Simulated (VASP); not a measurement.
# SiC (F-43m) in VASP: further runs

The runs below take SiC through single point, with PBE, r2SCAN.

Program: VASP 6.6.1. These are calculated values, not measurements. Logs are shortened: lines on timing, memory, paths and dates and some standing lists are left out, and cuts for length are marked.

**Measured values to compare with.**

“Insight into the structural, elastic and electronic properties of a new orthorhombic 6O-SiC polytype”, 2020, pmc:7200658 quotes, for a bulk crystal of SiC: band gap 2.4 eV (indirect).

How close the calculation comes is told below.

### Step 1. The cell of the first run

It takes space group F-43m (No. 216, cubic). The conventional cell has a = 4.377 Å, b = 4.377 Å, c = 4.377 Å, α = 90.00°, β = 90.00°, γ = 90.00°. Si (site symmetry -43m) has 4 C at 1.90 Å within 2.5 Å. Within 2.5 Å of C (site symmetry -43m) lie 4 Si at 1.90 Å.

### Step 2. Single point, PBE

Input file INCAR:

```
  PREC = Accurate
  ENCUT = 600
  EDIFF = 1E-6
  ISMEAR = 0
  SIGMA = 0.05
  LREAL = F
  LASPH = T
  NELM = 120
  ALGO = Normal
  ISIF = 2
  LWAVE = F
  LCHARG = F
  GGA = PE
  NBANDS = 11
  GGA_COMPAT = F
```

Input file KPOINTS:

```
Automatic mesh
0
Gamma
  8 8 8
```

Input file POSCAR:

```
SiC
1.0
    0.0000000000      2.1883824607      2.1883824607
    2.1883824607      0.0000000000      2.1883824607
    2.1883824607      2.1883824607      0.0000000000
Si C
1 1
Direct
    0.0000000000      0.0000000000      0.0000000000
    0.7500000000      0.7500000000      0.7500000000
```

Potentials or basis: VASP PAW PBE potentials, release 64 (Si, C).

Launch:

```sh
$ cat potpaw_PBE.64/Si/POTCAR potpaw_PBE.64/C/POTCAR > POTCAR
$ mpirun -np 1 vasp_std > vasp.out
```

OUTCAR:

```text
PREC = Accurate
   ENCUT = 600
   EDIFF = 1E-6
   ISMEAR = 0
   LREAL = F
   LASPH = T
   NELM = 120
   ISIF = 2
   GGA = PE

 ion  position               nearest neighbor table
   1  0.000  0.000  0.000-   2 1.90   2 1.90   2 1.90   2 1.90
   2  0.750  0.750  0.750-   1 1.90   1 1.90   1 1.90   1 1.90

  LATTYP: Found a face centered cubic cell.
 ALAT       =     4.3767649214

  Lattice vectors:

 A1 = (   0.0000000000,   2.1883824607,   2.1883824607)
 A2 = (   2.1883824607,   0.0000000000,   2.1883824607)
 A3 = (   2.1883824607,   2.1883824607,   0.0000000000)

Analysis of symmetry for initial positions (statically):
=====================================================================
 Subroutine PRICEL returns:
 Original cell was already a primitive cell.

 Routine SETGRP: Setting up the symmetry group for a
 face centered cubic supercell.

 Subroutine GETGRP returns: Found 24 space group operations
 (whereof 24 operations were pure point group operations)
 out of a pool of 48 trial point group operations.

The static configuration has the point symmetry T_d .

Analysis of symmetry for dynamics (positions and initial velocities):
=====================================================================
 Subroutine PRICEL returns:
 Original cell was already a primitive cell.

 Routine SETGRP: Setting up the symmetry group for a
 face centered cubic supercell.

 Subroutine GETGRP returns: Found 24 space group operations
 (whereof 24 operations were pure point group operations)
 out of a pool of 48 trial point group operations.

The dynamic configuration has the point symmetry T_d .

 Subroutine INISYM returns: Found 24 space group operations
 (whereof 24 operations are pure point group operations),
 and found     1 'primitive' translations

----------------------------------------------------------------------------------------

                                     Primitive cell

  volume of cell :      20.9604

  direct lattice vectors                    reciprocal lattice vectors
     0.000000000  2.188382461  2.188382461    -0.228479258  0.228479258  0.228479258
     2.188382461  0.000000000  2.188382461     0.228479258 -0.228479258  0.228479258
     2.188382461  2.188382461  0.000000000     0.228479258  0.228479258 -0.228479258

  length of vectors
     3.094840156  3.094840156  3.094840156     0.395737683  0.395737683  0.395737683

  position of ions in fractional coordinates (direct lattice)
     0.000000000  0.000000000  0.000000000
     0.750000000  0.750000000  0.750000000

  ion indices of the primitive-cell ions
   primitive index   ion index
                 1           1
                 2           2

----------------------------------------------------------------------------------------

 KPOINTS: Automatic mesh

Automatic generation of k-mesh.
 Grid dimensions read from file:
 generate k-points for:    8    8    8

 Generating k-lattice:

  Cartesian coordinates                     Fractional coordinates (reciprocal lattice)
    -0.028559907  0.028559907  0.028559907     0.125000000  0.000000000  0.000000000
     0.028559907 -0.028559907  0.028559907     0.000000000  0.125000000  0.000000000
     0.028559907  0.028559907 -0.028559907     0.000000000  0.000000000  0.125000000

  Length of vectors
     0.049467210  0.049467210  0.049467210

  Shift w.r.t. Gamma in fractional coordinates (k-lattice)
     0.000000000  0.000000000  0.000000000

 Subroutine IBZKPT returns following result:
 ===========================================

 Found     29 irreducible k-points:

 Following reciprocal coordinates:
            Coordinates               Weight
  0.000000  0.000000  0.000000      1.000000
  0.125000  0.000000  0.000000      8.000000
  0.250000  0.000000  0.000000      8.000000
  0.375000  0.000000  0.000000      8.000000
  0.500000  0.000000  0.000000      4.000000
  0.125000  0.125000  0.000000      6.000000
[... 16 lines left out ...]
  0.500000  0.250000  0.125000     48.000000
 -0.375000  0.250000  0.125000     24.000000
 [... further k-points ...]
   k-points           NKPTS =     29   k-points in BZ     NKDIM =     29   number of bands    NBANDS=     11
   number of dos      NEDOS =    301   number of ions     NIONS =      2
   total plane-waves  NPLWV =  21952
   dimension x,y,z NGX =    28 NGY =   28 NGZ =   28
   dimension x,y,z NGXF=    56 NGYF=   56 NGZF=   56
   ions per type =               1   1
   NGX,Y,Z   is equivalent  to a cutoff of  15.04, 15.04, 15.04 a.u.
   NGXF,Y,Z  is equivalent  to a cutoff of  30.08, 30.08, 30.08 a.u.
 SYSTEM =  unknown system
   PREC   = accura    normal or accurate (medium, high low for compatibility)
   ISTART =      0    job   : 0-new  1-cont  2-samecut
   ICHARG =      2    charge: 1-file 2-atom 10-const
   ISPIN  =      1    spin polarized calculation?
   LNONCOLLINEAR =      F non collinear calculations
   LSORBIT =      F    spin-orbit coupling
   LASPH  =      T    aspherical Exc in radial PAW
   ENCUT  =  600.0 eV  44.10 Ry    6.64 a.u.   6.18  6.18  6.18*2*pi/ulx,y,z
   NELM   =    120;   NELMIN=  2; NELMDL= -5     # of ELM steps
   EDIFF  = 0.1E-05   stopping-criterion for ELM
   LREAL  =      F    real-space projection
   EDIFFG = 0.1E-04   stopping-criterion for IOM
   NSW    =      0    number of steps for IOM
   IBRION =     -1    ionic relax: 0-MD 1-quasi-New 2-CG
   NFREE  =      0    steps in history (QN), initial steepest desc. (CG)
   ISIF   =      2    stress and relaxation
   ISYM   =      2    0-nonsym 1-usesym 2-fastsym
   POTIM  = 0.5000    time-step for ionic-motion
   TEBEG  =    0.0;   TEEND  =   0.0 temperature during run
   PSTRESS=    0.0 pullay stress
   NELECT =       8.0000    total number of electrons
   NUPDOWN=      -1.0000    fix difference up-down
   EMIN   =  10.00;   EMAX   =-10.00  energy-range for DOS
   EFERMI =   0.00;   METHOD = LEGACY
   ISMEAR =     0;   SIGMA  =   0.05  broadening in eV -4-tet -1-fermi 0-gaus
   EFERMI_NEDOS =   21; number of points for ismear=-14 and -15
   IALGO  =     38    algorithm
   IMIX   =      4    mixing-type and parameters
     AMIX     =   0.40;   BMIX     =  1.00
     AMIX_MAG =   1.60;   BMIX_MAG =  1.00
  volume/ion in A,a.u.               =      10.48        70.72
  Fermi-wavevector in a.u.,A,eV,Ry     =   1.187513  2.244074 19.186752  1.410186
  Thomas-Fermi vector in A             =   2.323662
   LORBIT       =      0    0 simple, 1 ext, 2 COOP (PROOUT), +10 PAW based schemes
   GGA     = PE    functional components
   LHFCALC =     F    Hartree Fock is set to
   AEXX    =    0.0000 exact exchange contribution
   IVDW    =     0    specifies the selected vdW correction
   LEPSILON=     F    determine dielectric tensor
   LRPA    =     F    only Hartree local field effects (RPA)
 non-spin polarized calculation
 Gauss-broadening in eV      SIGMA  =   0.05
  energy-cutoff  :      600.00
  volume of cell :       20.96
 maximum number of plane-waves:       725
 NGX is ok and might be reduce to    28
   NGX = 13   NGY = 13   NGZ = 13

 number of electron       8.0000000 magnetization

 Free energy of the ion-electron system (eV)
  ---------------------------------------------------
  ext. energy  EPLUGINS =         0.00000000
  ---------------------------------------------------
  free energy    TOTEN  =       -15.06110232 eV

  energy without entropy =      -15.06110232  energy(sigma->0) =      -15.06110232

 E-fermi :   8.1770     XC(G=0): -11.2997

 val. band max:        7.9632100250   @ k =   0.0000   0.0000   0.0000
 cond. band min:       9.3316513720   @ k =   0.5000   0.5000   0.0000
 fundamental gap:      1.3684413470
 Fermi energy:         8.1770212918

 k-point     1 :       0.0000    0.0000    0.0000
  band No.  band energies     occupation
      1      -7.3395      2.00000
      2       7.9632      2.00000
      3       7.9632      2.00000
      4       7.9632      2.00000
      5      14.0456      0.00000
      6      15.1814      0.00000
      7      15.1814      0.00000
      8      15.1814      0.00000
      9      22.3947      0.00000
     10      22.3947      0.00000
     11      24.2443      0.00000

 k-point     2 :       0.1250    0.0000    0.0000
  band No.  band energies     occupation
      1      -7.0379      2.00000
      2       6.4831      2.00000
      3       7.7629      2.00000
      4       7.7629      2.00000
      5      14.3113      0.00000
      6      15.5307      0.00000
      7      15.5307      0.00000
      8      15.6831      0.00000
      9      21.1893      0.00000
     10      21.1893      0.00000
     11      23.9164      0.00000

 k-point     3 :       0.2500    0.0000    0.0000
  band No.  band energies     occupation
      1      -6.1566      2.00000
      2       3.6943      2.00000
      3       7.3592      2.00000
      4       7.3592      2.00000
      5      13.8386      0.00000
      6      15.7912      0.00000
      7      15.7912      0.00000
      8      17.2016      0.00000
      9      21.0116      0.00000
     10      21.0116      0.00000
     11      22.9921      0.00000

 k-point     4 :       0.3750    0.0000    0.0000
  band No.  band energies     occupation
      1      -4.8191      2.00000
      2       0.9826      2.00000
      3       7.0331      2.00000
      4       7.0331      2.00000
      5      13.4239      0.00000
      6      15.3845      0.00000
      7      15.3845      0.00000
      8      17.8998      0.00000
      9      22.9674      0.00000
     10      22.9674      0.00000
     11      23.3551      0.00000
[... 239 lines left out ...]
 k-point    22 :       0.3750    0.2500    0.1250
  band No.  band energies     occupation
      1      -5.3907      2.00000
      2       3.4938      2.00000
      3       5.1280      2.00000
      4       6.6952      2.00000
      5      13.2851      0.00000
      6      15.4994      0.00000
      7      16.3383      0.00000
      8      17.9249      0.00000
      9      20.1003      0.00000
     10      23.8491      0.00000
     11      27.2462      0.00000

 k-point    23 :       0.5000    0.2500    0.1250
  band No.  band energies     occupation
      1      -4.1064      2.00000
      2       1.4883      2.00000
      3       4.3906      2.00000
      4       6.0549      2.00000
      5      13.2374      0.00000
      6      15.4649      0.00000
      7      17.0597      0.00000
      8      18.3122      0.00000
      9      21.2299      0.00000
     10      24.3298      0.00000
     11      27.1427      0.00000

 k-point    24 :      -0.3750    0.2500    0.1250
  band No.  band energies     occupation
      1      -3.1790      2.00000
      2       0.1944      2.00000
      3       4.2763      2.00000
      4       5.7237      2.00000
      5      13.1839      0.00000
      6      15.1488      0.00000
      7      18.0041      0.00000
      8      18.8544      0.00000
      9      21.2609      0.00000
     10      24.0697      0.00000
     11      27.1348      0.00000

 [... further k-points ...]

------------------------ aborting loop because EDIFF is reached ----------------------------------------

  FORCE on cell =-STRESS in cart. coord.  units (eV):
  Direction    XX          YY          ZZ          XY          YZ          ZX
  --------------------------------------------------------------------------------------
  -------------------------------------------------------------------------------------
  Total        0.0333823      0.0333823      0.0333823      0.0000000      0.0000000     -0.0000000
  in kB        2.5516833      2.5516833      2.5516833      0.0000000      0.0000000     -0.0000000
  external PRESSURE =       2.5516833 kB  Pullay stress =       0.0000000 kB

 VOLUME and BASIS-vectors are now :
 -----------------------------------------------------------------------------
  energy-cutoff  :      600.00
  volume of cell :       20.96
      direct lattice vectors                 reciprocal lattice vectors
     0.000000000  2.188382461  2.188382461    -0.228479258  0.228479258  0.228479258
     2.188382461  0.000000000  2.188382461     0.228479258 -0.228479258  0.228479258
     2.188382461  2.188382461  0.000000000     0.228479258  0.228479258 -0.228479258

 POSITION                                       TOTAL-FORCE (eV/Angst)
 -----------------------------------------------------------------------------------
      0.00000      0.00000      0.00000        -0.000000     -0.000000     -0.000000
      3.28257      3.28257      3.28257         0.000000      0.000000      0.000000
 -----------------------------------------------------------------------------------
    total drift:                                0.000000      0.000000      0.000000

  FREE ENERGIE OF THE ION-ELECTRON SYSTEM (eV)
  ---------------------------------------------------
  free  energy   TOTEN  =       -15.0611023171 eV

  energy  without entropy=      -15.0611023171  energy(sigma->0) =      -15.06110232
```

Run time: 6.4 s. Hardware: 1 thread of AMD EPYC 9R14 (Zen 4), shared host; peak memory 0.12 GiB.

What came out:

```
Free energy            : -15.0611 eV
Pressure               : 0.3 GPa
Band gap on the k mesh : 1.37 eV (least direct gap 4.53 eV)
```

Levels at points of the mesh, in eV from the valence-band top:
| k point | band 1 | band 2 | band 3 | band 4 | band 5 | band 6 | band 7 | band 8 | band 9 |
| --- | --- | --- | --- | --- | --- | --- | --- | --- | --- |
| (0.00, 0.00, 0.00) | -15.30 | 0.00 | 0.00 | 0.00 | 6.08 | 7.22 | 7.22 | 7.22 | 14.43 |
| (0.50, 0.00, 0.00) | -11.78 | -8.46 | -1.05 | -1.05 | 5.32 | 7.17 | 7.17 | 9.98 | 16.04 |
| (0.50, 0.50, 0.00) | -10.35 | -7.75 | -3.16 | -3.16 | 1.37 | 4.28 | 13.88 | 13.88 | 14.61 |

### Step 3. Single point, PBE (10.52 Å³/atom)

This run uses another cell than the first one, of 10.52 Å³/atom.

Input file INCAR:

```
SYSTEM = SiC
PREC     = Accurate       ! precision mode
ENCUT    = 600            ! plane-wave cutoff, eV
EDIFF    = 1E-6           ! SCF threshold, eV
ISMEAR   = 0              ! smearing method
SIGMA    = 0.05           ! smearing width, eV
LREAL    = .FALSE.        ! projectors in reciprocal space
LASPH    = .TRUE.         ! aspherical terms in the spheres
NELM     = 120            ! most SCF steps
ALGO     = Normal         ! electronic algorithm
ISIF     = 2              ! what is computed and relaxed
LWAVE    = .FALSE.        ! write WAVECAR
LCHARG   = .FALSE.        ! write CHGCAR
GGA      = PE             ! functional
NBANDS   = 11             ! bands
GGA_COMPAT= .FALSE.
```

Input file KPOINTS:

```
regular mesh
0
G
  8 8 8
  0 0 0
```

Input file POSCAR:

```
SiC
1.0
    0.0000000000      2.1912964221      2.1912964221
    2.1912964221      0.0000000000      2.1912964221
    2.1912964221      2.1912964221      0.0000000000
Si C
1 1
Direct
    0.0000000000      0.0000000000      0.0000000000
    0.7500000000      0.7500000000      0.7500000000
```

Potentials or basis: VASP PAW PBE potentials, release 64 (Si, C).

Launch:

```sh
$ cat potpaw_PBE.64/Si/POTCAR potpaw_PBE.64/C/POTCAR > POTCAR
$ mpirun -np 1 vasp_std > vasp.out
```

Wall time 6.5 s (1 thread of AMD EPYC 9R14 (Zen 4), shared host); peak memory 0.12 GiB.

It converged, with:

```
Free energy            : -15.0611 eV
Pressure               : -0.6 GPa
Band gap on the k mesh : 1.37 eV (least direct gap 4.52 eV)
```

Levels at points of the mesh, in eV from the valence-band top:
```csv
k point,band 1,band 2,band 3,band 4,band 5,band 6,band 7,band 8
"(0.00, 0.00, 0.00)",-15.27,0.00,0.00,0.00,6.04,7.19,7.19,7.19
"(0.50, 0.00, 0.00)",-11.77,-8.44,-1.05,-1.05,5.28,7.16,7.16,9.96
"(0.50, 0.50, 0.00)",-10.33,-7.74,-3.15,-3.15,1.37,4.26,13.84,13.84
```

### Step 4. Single point, r2SCAN (10.24 Å³/atom)

This run uses another cell than the first one, of 10.24 Å³/atom.

Input file POSCAR:

```
SiC
1.0
    0.0000000000      2.1718560084      2.1718560084
    2.1718560084      0.0000000000      2.1718560084
    2.1718560084      2.1718560084      0.0000000000
Si C
1 1
Direct
    0.0000000000      0.0000000000      0.0000000000
    0.7500000000      0.7500000000      0.7500000000
```

Input file INCAR.step1:

```
SYSTEM = SiC
ALGO = Normal
EDIFF = 1E-5
ENCUT = 660
GGA = PE
GGA_COMPAT = .False.
ISMEAR = 0
LASPH = .True.
LCHARG = .False.
LREAL = .False.
LWAVE = .True.
NBANDS = 11
NELM = 120
PREC = Accurate
SIGMA = 0.05
```

Input file INCAR.step2:

```
SYSTEM = SiC
ALGO = Normal
EDIFF = 1E-6
ENCUT = 660
GGA_COMPAT = .False.
ISIF = 2
ISMEAR = 0
ISTART = 1
LASPH = .True.
LCHARG = .False.
LMIXTAU = .True.
LREAL = .False.
LWAVE = .False.
METAGGA = R2SCAN
NBANDS = 11
NELM = 120
PREC = Accurate
SIGMA = 0.05
```

Input file KPOINTS:

```
k-points
0
Gamma
  10 10 10
  0 0 0
```

Launch:

```sh
$ cat potpaw_PBE.64/Si/POTCAR potpaw_PBE.64/C/POTCAR > POTCAR
$ cp INCAR.step1 INCAR
$ mpirun -np 1 vasp_std > vasp.out
$ cp INCAR.step2 INCAR
$ mpirun -np 1 vasp_std > vasp.out
```

Run time: 45 s. Hardware: 1 thread of AMD EPYC 9R14 (Zen 4), shared host; peak memory 0.13 GiB.

It converged, with:

| Quantity | Value |
| --- | --- |
| Free energy | -19.3306 eV |
| Pressure | 1.6 GPa |
| Band gap on the k mesh | 1.72 eV (least direct gap 5.07 eV) |

Levels at points of the mesh, in eV from the valence-band top:
```csv
k point,band 1,band 2,band 3,band 4,band 5,band 6,band 7,band 8
"(0.00, 0.00, 0.00)",-16.26,0.00,0.00,0.00,6.96,7.92,7.92,7.92
"(0.50, 0.00, 0.00)",-12.60,-8.87,-1.11,-1.11,6.09,7.80,7.80,11.01
"(0.50, 0.50, 0.00)",-11.12,-8.08,-3.35,-3.35,1.72,4.86,15.25,15.25
```

Caveat: the PAW data sets were made with another functional, which shifts forces and pressure a little. r2SCAN opens gaps a little over a GGA but as a rule still falls short of measured ones.

### Step 5. Overview

```tsv
level	cell	k mesh	cutoff (eV)	gap on the mesh (eV)	pressure (GPa)
PBE	a = 3.095 Å, angles 60.0°, 2 atoms	8 × 8 × 8	600	1.37	0.3
PBE	a = 3.099 Å, angles 60.0°, 2 atoms	8 × 8 × 8	600	1.37	-0.6
r2SCAN	a = 3.071 Å, angles 60.0°, 2 atoms	10 × 10 × 10	660	1.72	1.6
```

Alike in all rows: task single point; potentials or basis VASP PAW PBE potentials, release 64 (Si, C); no spin polarisation; smearing gaussian 0.05 eV.

Caveats: the PAW data sets were made with another functional, which shifts forces and pressure a little (at least some runs).

Total energies depend on the potentials used, so only differences within one code and one set of settings carry meaning.

### Step 6. Against experiment

Step 2. Measured gap of SiC: 2.4 eV (indirect; quoted in “Insight into the structural, elastic and electronic properties of a new orthorhombic 6O-SiC polytype”, 2020, pmc:7200658). This calculation gives 1.37 eV (-1.03 eV). The value is that of PBE on a finite k mesh, which can miss the band edges, without temperature or zero-point motion. Semilocal functionals fall short of measured gaps as a rule.

Step 3. A measured gap of SiC is 2.4 eV (indirect; quoted in “Insight into the structural, elastic and electronic properties of a new orthorhombic 6O-SiC polytype”, 2020, pmc:7200658); the calculated 1.37 eV misses it by -1.03 eV. The value is that of PBE on a finite k mesh, which can miss the band edges, without temperature or zero-point motion. Semilocal functionals fall short of measured gaps as a rule.
